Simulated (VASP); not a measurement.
# KBr (Imm2) in VASP: single point with r2SCAN

Aim: the single point of KBr with r2SCAN.

All numbers are computed with VASP 6.6.1; they aren't measurements. Logs are shortened: lines on timing, memory, paths and dates and some standing lists are left out, and cuts for length are marked.

## (1) The cell of the first run

The structure is orthorhombic, space group Imm2 (No. 44). The conventional cell has a = 4.656 Å, b = 6.585 Å, c = 4.656 Å, α = 90.00°, β = 90.00°, γ = 90.00°. Within 4.3 Å of K (site symmetry mm2) lie 6 Br at 3.25 to 3.34 Å. Within 4.3 Å of Br (site symmetry mm2) lie 6 K at 3.25 to 3.34 Å.

## (2) Single point, r2SCAN

POSCAR

```
KBr
1.0
    0.0000000000      3.2925000000      3.2925000000
    3.2925000000      0.0000000000      3.2925000000
    3.2925000000      3.2925000000      0.0000000000
K Br
1 1
Direct
    0.0000000000      0.0000000000      0.0000000000
    0.4865773200      0.5000000000      0.5000000000
```

INCAR.step1

```
  PREC = Accurate
  ENCUT = 520
  ISMEAR = 0
  SIGMA = 0.05
  LREAL = F
  LASPH = T
  NELM = 100
  NBANDS = 15
  GGA = PE
  ALGO = Normal
  EDIFF = 1E-4
  LWAVE = T
  LCHARG = F
```

INCAR.step2

```
  PREC = Accurate
  ENCUT = 520
  EDIFF = 1E-6
  ISMEAR = 0
  SIGMA = 0.05
  LREAL = F
  LASPH = T
  NELM = 100
  ALGO = Normal
  ISIF = 2
  LWAVE = F
  LCHARG = F
  METAGGA = R2SCAN
  LMIXTAU = T
  NBANDS = 15
  ISTART = 1
```

KPOINTS

```
Automatic mesh
0
Gamma
  6 6 6
```

Potentials or basis: VASP PAW PBE potentials, release 64 (K_sv, Br).

Command:

```
$ cat potpaw_PBE.64/K_sv/POTCAR potpaw_PBE.64/Br/POTCAR > POTCAR
$ cp INCAR.step1 INCAR
$ mpirun -np 1 vasp_std > vasp.out
$ cp INCAR.step2 INCAR
$ mpirun -np 1 vasp_std > vasp.out
```

OUTCAR:

```text
PREC = Accurate
   ENCUT = 520
   EDIFF = 1E-6
   ISMEAR = 0
   LREAL = F
   LASPH = T
   NELM = 100
   ISIF = 2
   METAGGA = R2SCAN
   ISTART = 1

 ion  position               nearest neighbor table
   1  0.000  0.000  0.000-   2 3.25   2 3.25   2 3.29   2 3.29
   2  0.487  0.500  0.500-   1 3.25   1 3.25   1 3.29   1 3.29

  LATTYP: Found a face centered cubic cell.
 ALAT       =     6.5850000000

  Lattice vectors:

 A1 = (   0.0000000000,   3.2925000000,   3.2925000000)
 A2 = (   3.2925000000,   0.0000000000,   3.2925000000)
 A3 = (   3.2925000000,   3.2925000000,   0.0000000000)

Analysis of symmetry for initial positions (statically):
=====================================================================
 Subroutine PRICEL returns:
 Original cell was already a primitive cell.

 Routine SETGRP: Setting up the symmetry group for a
 face centered cubic supercell.

 Subroutine GETGRP returns: Found  4 space group operations
 (whereof  4 operations were pure point group operations)
 out of a pool of 48 trial point group operations.

The static configuration has the point symmetry C_2v.

Analysis of symmetry for dynamics (positions and initial velocities):
=====================================================================
 Subroutine PRICEL returns:
 Original cell was already a primitive cell.

 Routine SETGRP: Setting up the symmetry group for a
 face centered cubic supercell.

 Subroutine GETGRP returns: Found  4 space group operations
 (whereof  4 operations were pure point group operations)
 out of a pool of 48 trial point group operations.

The dynamic configuration has the point symmetry C_2v.

 Subroutine INISYM returns: Found  4 space group operations
 (whereof  4 operations are pure point group operations),
 and found     1 'primitive' translations

----------------------------------------------------------------------------------------

                                     Primitive cell

  volume of cell :      71.3851

  direct lattice vectors                    reciprocal lattice vectors
     0.000000000  3.292500000  3.292500000    -0.151860289  0.151860289  0.151860289
     3.292500000  0.000000000  3.292500000     0.151860289 -0.151860289  0.151860289
     3.292500000  3.292500000  0.000000000     0.151860289  0.151860289 -0.151860289

  length of vectors
     4.656298154  4.656298154  4.656298154     0.263029735  0.263029735  0.263029735

  position of ions in fractional coordinates (direct lattice)
     0.000000000  0.000000000  0.000000000
     0.486577320  0.500000000  0.500000000

  ion indices of the primitive-cell ions
   primitive index   ion index
                 1           1
                 2           2

----------------------------------------------------------------------------------------

 KPOINTS: Automatic mesh

Automatic generation of k-mesh.
 Grid dimensions read from file:
 generate k-points for:    6    6    6

 Generating k-lattice:

  Cartesian coordinates                     Fractional coordinates (reciprocal lattice)
    -0.025310048  0.025310048  0.025310048     0.166666667  0.000000000  0.000000000
     0.025310048 -0.025310048  0.025310048     0.000000000  0.166666667  0.000000000
     0.025310048  0.025310048 -0.025310048     0.000000000  0.000000000  0.166666667

  Length of vectors
     0.043838289  0.043838289  0.043838289

  Shift w.r.t. Gamma in fractional coordinates (k-lattice)
     0.000000000  0.000000000  0.000000000

 Subroutine IBZKPT returns following result:
 ===========================================

 Found     46 irreducible k-points:

 Following reciprocal coordinates:
            Coordinates               Weight
  0.000000  0.000000  0.000000      1.000000
  0.166667  0.000000  0.000000      4.000000
  0.000000  0.166667  0.000000      4.000000
  0.333333  0.000000  0.000000      4.000000
  0.000000  0.333333  0.000000      4.000000
  0.500000  0.000000  0.000000      2.000000
[... 16 lines left out ...]
  0.000000 -0.166667  0.166667      2.000000
 -0.333333 -0.166667 -0.166667      2.000000
 [... further k-points ...]
   k-points           NKPTS =     46   k-points in BZ     NKDIM =     46   number of bands    NBANDS=     15
   number of dos      NEDOS =    301   number of ions     NIONS =      2
   total plane-waves  NPLWV =  46656
   dimension x,y,z NGX =    36 NGY =   36 NGZ =   36
   dimension x,y,z NGXF=    72 NGYF=   72 NGZF=   72
   ions per type =               1   1
   NGX,Y,Z   is equivalent  to a cutoff of  12.85, 12.85, 12.85 a.u.
   NGXF,Y,Z  is equivalent  to a cutoff of  25.71, 25.71, 25.71 a.u.
 SYSTEM =  unknown system
   PREC   = accura    normal or accurate (medium, high low for compatibility)
   ISTART =      1    job   : 0-new  1-cont  2-samecut
   ICHARG =      0    charge: 1-file 2-atom 10-const
   ISPIN  =      1    spin polarized calculation?
   LNONCOLLINEAR =      F non collinear calculations
   LSORBIT =      F    spin-orbit coupling
   LASPH  =      T    aspherical Exc in radial PAW
   ENCUT  =  520.0 eV  38.22 Ry    6.18 a.u.   8.66  8.66  8.66*2*pi/ulx,y,z
   NELM   =    100;   NELMIN=  2; NELMDL=  0     # of ELM steps
   EDIFF  = 0.1E-05   stopping-criterion for ELM
   LREAL  =      F    real-space projection
   EDIFFG = 0.1E-04   stopping-criterion for IOM
   NSW    =      0    number of steps for IOM
   IBRION =     -1    ionic relax: 0-MD 1-quasi-New 2-CG
   NFREE  =      0    steps in history (QN), initial steepest desc. (CG)
   ISIF   =      2    stress and relaxation
   ISYM   =      2    0-nonsym 1-usesym 2-fastsym
   POTIM  = 0.5000    time-step for ionic-motion
   TEBEG  =    0.0;   TEEND  =   0.0 temperature during run
   PSTRESS=    0.0 pullay stress
   NELECT =      16.0000    total number of electrons
   NUPDOWN=      -1.0000    fix difference up-down
   EMIN   =  10.00;   EMAX   =-10.00  energy-range for DOS
   EFERMI =   0.00;   METHOD = LEGACY
   ISMEAR =     0;   SIGMA  =   0.05  broadening in eV -4-tet -1-fermi 0-gaus
   EFERMI_NEDOS =   21; number of points for ismear=-14 and -15
   IALGO  =     38    algorithm
   IMIX   =      4    mixing-type and parameters
     AMIX     =   0.40;   BMIX     =  1.00
     AMIX_MAG =   1.60;   BMIX_MAG =  1.00
  volume/ion in A,a.u.               =      35.69       240.87
  Fermi-wavevector in a.u.,A,eV,Ry     =   0.994441  1.879221 13.454978  0.988913
  Thomas-Fermi vector in A             =   2.126392
   LORBIT       =      0    0 simple, 1 ext, 2 COOP (PROOUT), +10 PAW based schemes
   METAGGA = R2SCAN    functional components
   LHFCALC =     F    Hartree Fock is set to
   AEXX    =    0.0000 exact exchange contribution
   IVDW    =     0    specifies the selected vdW correction
   LEPSILON=     F    determine dielectric tensor
   LRPA    =     F    only Hartree local field effects (RPA)
 non-spin polarized calculation
 Gauss-broadening in eV      SIGMA  =   0.05
  energy-cutoff  :      520.00
  volume of cell :       71.39
 maximum number of plane-waves:      1948
 NGX is ok and might be reduce to    36
   NGX = 17   NGY = 17   NGZ = 17

 number of electron      15.9999998 magnetization

 Free energy of the ion-electron system (eV)
  ---------------------------------------------------
  ext. energy  EPLUGINS =         0.00000000
  ---------------------------------------------------
  free energy    TOTEN  =       -23.24546915 eV

  energy without entropy =      -23.24546915  energy(sigma->0) =      -23.24546915

 E-fermi :  -1.8197     XC(G=0):  -7.7779

 val. band max:       -2.1226872277   @ k =   0.0000   0.0000   0.0000
 cond. band min:       2.9770911469   @ k =   0.0000   0.0000   0.0000
 fundamental gap:      5.0997783746
 Fermi energy:        -1.8197182201

 k-point     1 :       0.0000    0.0000    0.0000
  band No.  band energies     occupation
      1     -30.9888      2.00000
      2     -14.8599      2.00000
      3     -13.6958      2.00000
      4     -13.6955      2.00000
      5     -13.6947      2.00000
      6      -2.1232      2.00000
      7      -2.1230      2.00000
      8      -2.1227      2.00000
      9       2.9771      0.00000
     10       6.1142      0.00000
     11       6.1187      0.00000
     12       6.1218      0.00000
     13       7.1030      0.00000
     14       7.1064      0.00000
     15       9.9444      0.00000

 k-point     2 :       0.1667    0.0000    0.0000
  band No.  band energies     occupation
      1     -30.9874      2.00000
      2     -14.9083      2.00000
      3     -13.6970      2.00000
      4     -13.6969      2.00000
      5     -13.6264      2.00000
      6      -2.4804      2.00000
      7      -2.2113      2.00000
      8      -2.2108      2.00000
      9       3.6316      0.00000
     10       5.9386      0.00000
     11       6.4548      0.00000
     12       6.4591      0.00000
     13       7.4786      0.00000
     14       7.4797      0.00000
     15      10.9384      0.00000

 k-point     3 :       0.0000    0.1667    0.0000
  band No.  band energies     occupation
      1     -30.9874      2.00000
      2     -14.9086      2.00000
      3     -13.6974      2.00000
      4     -13.6968      2.00000
      5     -13.6259      2.00000
      6      -2.4808      2.00000
      7      -2.2110      2.00000
      8      -2.2100      2.00000
      9       3.6316      0.00000
     10       5.9317      0.00000
     11       6.4550      0.00000
     12       6.4594      0.00000
     13       7.4791      0.00000
     14       7.4859      0.00000
     15      10.9403      0.00000

 k-point     4 :       0.3333    0.0000    0.0000
  band No.  band energies     occupation
      1     -30.9846      2.00000
      2     -14.9927      2.00000
      3     -13.6994      2.00000
      4     -13.6993      2.00000
      5     -13.5018      2.00000
      6      -3.0563      2.00000
      7      -2.3775      2.00000
      8      -2.3769      2.00000
      9       4.6959      0.00000
     10       6.2172      0.00000
     11       7.3694      0.00000
     12       7.3721      0.00000
     13       8.4173      0.00000
     14       8.4175      0.00000
     15      10.2999      0.00000
[... 307 lines left out ...]
 k-point    22 :      -0.1667    0.1667    0.0000
  band No.  band energies     occupation
      1     -30.9855      2.00000
      2     -14.9469      2.00000
      3     -13.7149      2.00000
      4     -13.6950      2.00000
      5     -13.5578      2.00000
      6      -2.8132      2.00000
      7      -2.3321      2.00000
      8      -2.3203      2.00000
      9       4.4370      0.00000
     10       5.7017      0.00000
     11       6.7633      0.00000
     12       7.3349      0.00000
     13       7.7771      0.00000
     14       8.2950      0.00000
     15      10.6048      0.00000

 k-point    23 :       0.0000   -0.1667    0.1667
  band No.  band energies     occupation
      1     -30.9855      2.00000
      2     -14.9475      2.00000
      3     -13.7145      2.00000
      4     -13.6953      2.00000
      5     -13.5574      2.00000
      6      -2.8128      2.00000
      7      -2.3310      2.00000
      8      -2.3210      2.00000
      9       4.4356      0.00000
     10       5.7039      0.00000
     11       6.7700      0.00000
     12       7.3178      0.00000
     13       7.7646      0.00000
     14       8.3169      0.00000
     15      10.6039      0.00000

 k-point    24 :      -0.3333   -0.1667   -0.1667
  band No.  band energies     occupation
      1     -30.9855      2.00000
      2     -14.9467      2.00000
      3     -13.7145      2.00000
      4     -13.6951      2.00000
      5     -13.5584      2.00000
      6      -2.8131      2.00000
      7      -2.3329      2.00000
      8      -2.3209      2.00000
      9       4.4368      0.00000
     10       5.7084      0.00000
     11       6.7629      0.00000
     12       7.3395      0.00000
     13       7.7763      0.00000
     14       8.2864      0.00000
     15      10.6058      0.00000

 [... further k-points ...]

------------------------ aborting loop because EDIFF is reached ----------------------------------------

  FORCE on cell =-STRESS in cart. coord.  units (eV):
  Direction    XX          YY          ZZ          XY          YZ          ZX
  --------------------------------------------------------------------------------------
  -------------------------------------------------------------------------------------
  Total        0.0756768      0.0955943      0.0955943      0.0000000     -0.0049459      0.0000000
  in kB        1.6985017      2.1455322      2.1455322      0.0000000     -0.1110074      0.0000000
  external PRESSURE =       1.9965220 kB  Pullay stress =       0.0000000 kB

 VOLUME and BASIS-vectors are now :
 -----------------------------------------------------------------------------
  energy-cutoff  :      520.00
  volume of cell :       71.39
      direct lattice vectors                 reciprocal lattice vectors
     0.000000000  3.292500000  3.292500000    -0.151860289  0.151860289  0.151860289
     3.292500000  0.000000000  3.292500000     0.151860289 -0.151860289  0.151860289
     3.292500000  3.292500000  0.000000000     0.151860289  0.151860289 -0.151860289

 POSITION                                       TOTAL-FORCE (eV/Angst)
 -----------------------------------------------------------------------------------
      0.00000      0.00000      0.00000        -0.000000     -0.061213     -0.061213
      3.29250      3.24831      3.24831         0.000000      0.061213      0.061213
 -----------------------------------------------------------------------------------
    total drift:                               -0.000000     -0.000316     -0.000316

  FREE ENERGIE OF THE ION-ELECTRON SYSTEM (eV)
  ---------------------------------------------------
  free  energy   TOTEN  =       -23.2454691494 eV

  energy  without entropy=      -23.2454691494  energy(sigma->0) =      -23.24546915
```

Run time: 81 s. Hardware: 1 thread of Intel Xeon 6975P-C (Granite Rapids), shared host; peak memory 0.24 GiB.

What came out:

- Free energy: -23.2455 eV
- Pressure: 0.2 GPa
- Largest force: 0.087 eV/Å
- Band gap on the k mesh: 5.10 eV

Forces on the atoms (eV/Å):
```
K    0.000 -0.061 -0.061
Br   0.000  0.061  0.061
```

Caveat: the cell differs from its parent crystal (all Br atoms moved +0.062 Å, as atom 2 towards its neighbour atom 2 (Br) at 4.656 Å); the PAW data sets were made with another functional, which shifts forces and pressure a little.
